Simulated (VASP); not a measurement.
# Te2Mo in VASP: single point with HSE06

Aim: the single point of Te2Mo with HSE06.

Everything below comes from runs of VASP 6.6.1. Logs are shortened: lines on timing, memory, paths and dates and some standing lists are left out, and cuts for length are marked.

## Step 1: The cell of the first run

The cell holds a slab with vacuum, 3 atoms: a = 3.560 Å, b = 3.560 Å, c = 17.524 Å, α = 90.00°, β = 90.00°, γ = 120.00°.

## Step 2: Single point, HSE06

The input, POSCAR:

```
Te2Mo
1.0
    3.5602328140      0.0000000000      0.0000000000
   -1.7801164070      3.0832520603      0.0000000000
    0.0000000000      0.0000000000     17.5240578200
Te Mo
2 1
Direct
    0.3333333333      0.6666666667      0.1021445500
    0.3333333333      0.6666666667      0.8978554500
    0.0000000000      0.0000000000      0.0000000000
```

The input, INCAR.step1:

```
SYSTEM = Te2Mo
PREC = Accurate
ENCUT = 520
EDIFF = 1E-5
ISMEAR = 0
SIGMA = 0.1
LREAL = .False.
LASPH = .True.
NELM = 80
ALGO = Normal
ISIF = 2
LWAVE = .True.
LCHARG = .False.
NBANDS = 20
GGA = PE
KPAR = 4
```

The input, INCAR.step2:

```
SYSTEM = Te2Mo
PREC = Accurate
ENCUT = 520
EDIFF = 1E-6
ISMEAR = 0
SIGMA = 0.1
LREAL = .False.
LASPH = .True.
NELM = 80
ALGO = Normal
ISIF = 2
LWAVE = .False.
LCHARG = .False.
GGA = PE
LHFCALC = .True.
HFSCREEN = 0.2079
PRECFOCK = Normal
NBANDS = 20
ISTART = 1
KPAR = 4
```

The input, KPOINTS:

```
regular mesh
0
Gamma
  8 8 2
  0 0 0
```

Potentials or basis: VASP PAW PBE potentials, release 64 (Te, Mo_sv).

On the command line:

```
$ cat potpaw_PBE.64/Te/POTCAR potpaw_PBE.64/Mo_sv/POTCAR > POTCAR
$ cp INCAR.step1 INCAR
$ mpirun -np 4 vasp_std > vasp.out
$ cp INCAR.step2 INCAR
$ mpirun -np 4 vasp_std > vasp.out
```

OUTCAR:

```text
SYSTEM = Te2Mo
   PREC = Accurate
   ENCUT = 520
   EDIFF = 1E-6
   ISMEAR = 0
   LREAL = .False.
   LASPH = .True.
   NELM = 80
   ISIF = 2
   GGA = PE
   LHFCALC = .True.
   HFSCREEN = 0.2079
   PRECFOCK = Normal
   ISTART = 1

 ion  position               nearest neighbor table
   1  0.333  0.667  0.102-   3 2.73   3 2.73   3 2.73   2 3.58
   2  0.333  0.667  0.898-   3 2.73   3 2.73   3 2.73   1 3.58
   3  0.000  0.000  0.000-   1 2.73   2 2.73   1 2.73   2 2.73   1 2.73   2 2.73

  LATTYP: Found a hexagonal cell.
 ALAT       =     3.5602328140
 C/A-ratio  =     4.9221662558

  Lattice vectors:

 A1 = (   3.5602328140,   0.0000000000,   0.0000000000)
 A2 = (  -1.7801164070,   3.0832520603,   0.0000000000)
 A3 = (   0.0000000000,   0.0000000000,  17.5240578200)

Analysis of symmetry for initial positions (statically):
=====================================================================
 Subroutine PRICEL returns:
 Original cell was already a primitive cell.

 Routine SETGRP: Setting up the symmetry group for a
 hexagonal supercell.

 Subroutine GETGRP returns: Found 12 space group operations
 (whereof 12 operations were pure point group operations)
 out of a pool of 24 trial point group operations.

The static configuration has the point symmetry D_3h.

Analysis of symmetry for dynamics (positions and initial velocities):
=====================================================================
 Subroutine PRICEL returns:
 Original cell was already a primitive cell.

 Routine SETGRP: Setting up the symmetry group for a
 hexagonal supercell.

 Subroutine GETGRP returns: Found 12 space group operations
 (whereof 12 operations were pure point group operations)
 out of a pool of 24 trial point group operations.

The dynamic configuration has the point symmetry D_3h.

 Subroutine INISYM returns: Found 12 space group operations
 (whereof 12 operations are pure point group operations),
 and found     1 'primitive' translations

----------------------------------------------------------------------------------------

                                     Primitive cell

  volume of cell :     192.3633

  direct lattice vectors                    reciprocal lattice vectors
     3.560232814  0.000000000  0.000000000     0.280880508  0.162166437  0.000000000
    -1.780116407  3.083252060  0.000000000     0.000000000  0.324332873  0.000000000
     0.000000000  0.000000000 17.524057820     0.000000000  0.000000000  0.057064409

  length of vectors
     3.560232814  3.560232814 17.524057820     0.324332873  0.324332873  0.057064409

  position of ions in fractional coordinates (direct lattice)
     0.333333333  0.666666667  0.102144550
     0.333333333  0.666666667  0.897855450
     0.000000000  0.000000000  0.000000000

  ion indices of the primitive-cell ions
   primitive index   ion index
                 1           1
                 2           2
                 3           3

----------------------------------------------------------------------------------------

 KPOINTS: regular mesh

Automatic generation of k-mesh.
 Grid dimensions read from file:
 generate k-points for:    8    8    2

 Generating k-lattice:

  Cartesian coordinates                     Fractional coordinates (reciprocal lattice)
     0.035110063  0.020270805  0.000000000     0.125000000  0.000000000  0.000000000
     0.000000000  0.040541609  0.000000000     0.000000000  0.125000000  0.000000000
     0.000000000  0.000000000  0.028532204     0.000000000  0.000000000  0.500000000

  Length of vectors
     0.040541609  0.040541609  0.028532204

  Shift w.r.t. Gamma in fractional coordinates (k-lattice)
     0.000000000  0.000000000  0.000000000

 Subroutine IBZKPT returns following result:
 ===========================================

 Found     20 irreducible k-points:

 Following reciprocal coordinates:
            Coordinates               Weight
  0.000000  0.000000  0.000000      1.000000
  0.125000  0.000000  0.000000      6.000000
  0.250000  0.000000  0.000000      6.000000
  0.375000  0.000000  0.000000      6.000000
  0.500000  0.000000  0.000000      3.000000
  0.125000  0.125000  0.000000      6.000000
[... 12 lines left out ...]
  0.250000  0.250000  0.500000      6.000000
  0.375000  0.250000  0.500000      6.000000
   k-points           NKPTS =     20   k-points in BZ     NKDIM =    128   number of bands    NBANDS=     20
   number of dos      NEDOS =    301   number of ions     NIONS =      3
   total plane-waves  NPLWV = 109760
   dimension x,y,z NGX =    28 NGY =   28 NGZ =  140
   dimension x,y,z NGXF=    56 NGYF=   56 NGZF=  280
   ions per type =               2   1
   NGX,Y,Z   is equivalent  to a cutoff of  13.07, 13.07, 13.28 a.u.
   NGXF,Y,Z  is equivalent  to a cutoff of  26.15, 26.15, 26.56 a.u.
 SYSTEM =  Te2Mo
   PREC   = accura    normal or accurate (medium, high low for compatibility)
   ISTART =      1    job   : 0-new  1-cont  2-samecut
   ICHARG =      0    charge: 1-file 2-atom 10-const
   ISPIN  =      1    spin polarized calculation?
   LNONCOLLINEAR =      F non collinear calculations
   LSORBIT =      F    spin-orbit coupling
   LASPH  =      T    aspherical Exc in radial PAW
   ENCUT  =  520.0 eV  38.22 Ry    6.18 a.u.   6.62  6.62 32.58*2*pi/ulx,y,z
   NELM   =     80;   NELMIN=  2; NELMDL=  0     # of ELM steps
   EDIFF  = 0.1E-05   stopping-criterion for ELM
   LREAL  =      F    real-space projection
   EDIFFG = 0.1E-04   stopping-criterion for IOM
   NSW    =      0    number of steps for IOM
   IBRION =     -1    ionic relax: 0-MD 1-quasi-New 2-CG
   NFREE  =      0    steps in history (QN), initial steepest desc. (CG)
   ISIF   =      2    stress and relaxation
   ISYM   =      3    0-nonsym 1-usesym 2-fastsym
   POTIM  = 0.5000    time-step for ionic-motion
   TEBEG  =    0.0;   TEEND  =   0.0 temperature during run
   PSTRESS=    0.0 pullay stress
   NELECT =      26.0000    total number of electrons
   NUPDOWN=      -1.0000    fix difference up-down
   EMIN   =  10.00;   EMAX   =-10.00  energy-range for DOS
   EFERMI =   0.00;   METHOD = LEGACY
   ISMEAR =     0;   SIGMA  =   0.10  broadening in eV -4-tet -1-fermi 0-gaus
   EFERMI_NEDOS =   21; number of points for ismear=-14 and -15
   IALGO  =     38    algorithm
   IMIX   =      1    mixing-type and parameters
     AMIX     =   0.40;   BMIX     =  1.00
     AMIX_MAG =   1.60;   BMIX_MAG =  1.00
  volume/ion in A,a.u.               =      64.12       432.71
  Fermi-wavevector in a.u.,A,eV,Ry     =   0.840153  1.587660  9.603777  0.705858
  Thomas-Fermi vector in A             =   1.954489
   LORBIT       =      0    0 simple, 1 ext, 2 COOP (PROOUT), +10 PAW based schemes
   GGA     = PE    functional components
   LHFCALC =     T    Hartree Fock is set to
   PRECFOCK=normal    Normal, Fast or Accurate (Low or Medium for compatibility)
   ENCUT4O =  -1.0   cutoff for four orbital integrals eV
   NKREDX  =     1    reduce k-point grid by
   NKREDY  =     1    reduce k-point grid by
   NKREDZ  =     1    reduce k-point grid by
   AEXX    =    0.2500 exact exchange contribution
   HFSCREEN=    0.2079 screening length (either q_TF or 0.3 A-1)
   HFSCREENC=   0.2079 screening length for correlation (either q_TF or 0.3 A-1)
   ENCUTFOCK=  -1.0 apply spherical cutoff to Coloumb kernel
   IVDW    =     0    specifies the selected vdW correction
   LEPSILON=     F    determine dielectric tensor
   LRPA    =     F    only Hartree local field effects (RPA)
 non-spin polarized calculation
 Gauss-broadening in eV      SIGMA  =   0.10
  energy-cutoff  :      520.00
  volume of cell :      192.36
 maximum number of plane-waves:      5262
 NGX is ok and might be reduce to    28
  NGX = 20; NGY = 20; NGZ = 98

 number of electron      26.0000000 magnetization

 Free energy of the ion-electron system (eV)
  ---------------------------------------------------
  ext. energy  EPLUGINS =         0.00000000
  ---------------------------------------------------
  free energy    TOTEN  =       -21.79596955 eV

  energy without entropy =      -21.79596955  energy(sigma->0) =      -21.79596955

 E-fermi :   0.3530     XC(G=0):  -4.0013

 val. band max:       -0.3111487530   @ k =   0.3750   0.2500   0.5000
 cond. band min:       1.3854825148   @ k =   0.3750   0.2500   0.0000
 fundamental gap:      1.6966312679
 Fermi energy:         0.3529968252

 k-point     1 :       0.0000    0.0000    0.0000
  band No.  band energies     occupation
      1     -64.9549      2.00000
      2     -37.6821      2.00000
      3     -37.5657      2.00000
      4     -37.5657      2.00000
      5     -14.0506      2.00000
      6     -12.9429      2.00000
[... 12 lines left out ...]
     19       4.8579      0.00000
     20       5.7128      0.00000

 k-point     2 :       0.1250    0.0000    0.0000
  band No.  band energies     occupation
      1     -64.9532      2.00000
      2     -37.6776      2.00000
      3     -37.5892      2.00000
      4     -37.5715      2.00000
      5     -13.8200      2.00000
      6     -12.7877      2.00000
[... 12 lines left out ...]
     19       5.1236      0.00000
     20       6.0520      0.00000

 k-point     3 :       0.2500    0.0000    0.0000
  band No.  band energies     occupation
      1     -64.9491      2.00000
      2     -37.6666      2.00000
      3     -37.6455      2.00000
      4     -37.5854      2.00000
      5     -13.1832      2.00000
      6     -12.3619      2.00000
[... 12 lines left out ...]
     19       5.8464      0.00000
     20       6.6231      0.00000

 k-point     4 :       0.3750    0.0000    0.0000
  band No.  band energies     occupation
      1     -64.9450      2.00000
      2     -37.7014      2.00000
      3     -37.6553      2.00000
      4     -37.5994      2.00000
      5     -12.3601      2.00000
      6     -11.8280      2.00000
[... 337 lines left out ...]
 k-point    19 :       0.2500    0.2500    0.5000
  band No.  band energies     occupation
      1     -64.9433      2.00000
      2     -37.6947      2.00000
      3     -37.6508      2.00000
      4     -37.6344      2.00000
      5     -11.9796      2.00000
      6     -11.5697      2.00000
[... 12 lines left out ...]
     19       6.8318      0.00000
     20       7.1913      0.00000

 k-point    20 :       0.3750    0.2500    0.5000
  band No.  band energies     occupation
      1     -64.9421      2.00000
      2     -37.6960      2.00000
      3     -37.6533      2.00000
      4     -37.6476      2.00000
      5     -11.6540      2.00000
      6     -11.3589      2.00000
[... 12 lines left out ...]
     19       6.3987      0.00000
     20       7.6117      0.00000

------------------------ aborting loop because EDIFF is reached ----------------------------------------

  FORCE on cell =-STRESS in cart. coord.  units (eV):
  Direction    XX          YY          ZZ          XY          YZ          ZX
  --------------------------------------------------------------------------------------
  -------------------------------------------------------------------------------------
  Total       -1.5364880     -1.5364880     -1.1302306      0.0000000      0.0000000      0.0000000
  in kB      -12.7972797    -12.7972797     -9.4135957      0.0000000      0.0000000      0.0000000
  external PRESSURE =     -11.6693850 kB  Pullay stress =       0.0000000 kB

 VOLUME and BASIS-vectors are now :
 -----------------------------------------------------------------------------
  energy-cutoff  :      520.00
  volume of cell :      192.36
      direct lattice vectors                 reciprocal lattice vectors
     3.560232814  0.000000000  0.000000000     0.280880508  0.162166437  0.000000000
    -1.780116407  3.083252060  0.000000000     0.000000000  0.324332873  0.000000000
     0.000000000  0.000000000 17.524057820     0.000000000  0.000000000  0.057064409

 POSITION                                       TOTAL-FORCE (eV/Angst)
 -----------------------------------------------------------------------------------
     -0.00000      2.05550      1.78999         0.000000      0.000000     -0.317286
     -0.00000      2.05550     15.73407         0.000000      0.000000      0.317286
      0.00000      0.00000      0.00000        -0.000000     -0.000000      0.000000
 -----------------------------------------------------------------------------------
    total drift:                               -0.000003      0.000002     -0.000000

  FREE ENERGIE OF THE ION-ELECTRON SYSTEM (eV)
  ---------------------------------------------------
  free  energy   TOTEN  =       -21.7959695549 eV

  energy  without entropy=      -21.7959695549  energy(sigma->0) =      -21.79596955
```

Run time: 35 min. Hardware: 4 MPI ranks of Intel Xeon Platinum 8488C (Sapphire Rapids), shared host; peak memory 0.53 GiB.

What came out:

```
Free energy            : -21.7960 eV
Largest force          : 0.317 eV/Å
Band gap on the k mesh : 1.70 eV
```

Forces in eV/Å, atoms in the order of the input:
```
Te   0.000  0.000 -0.317
Te   0.000  0.000  0.317
Mo   0.000  0.000  0.000
```

Caveat: there is no dipole correction, which matters where the two faces differ; the PAW data sets were made with another functional, which shifts forces and pressure a little; spin-orbit coupling is left out, which moves the levels of the heavy elements.
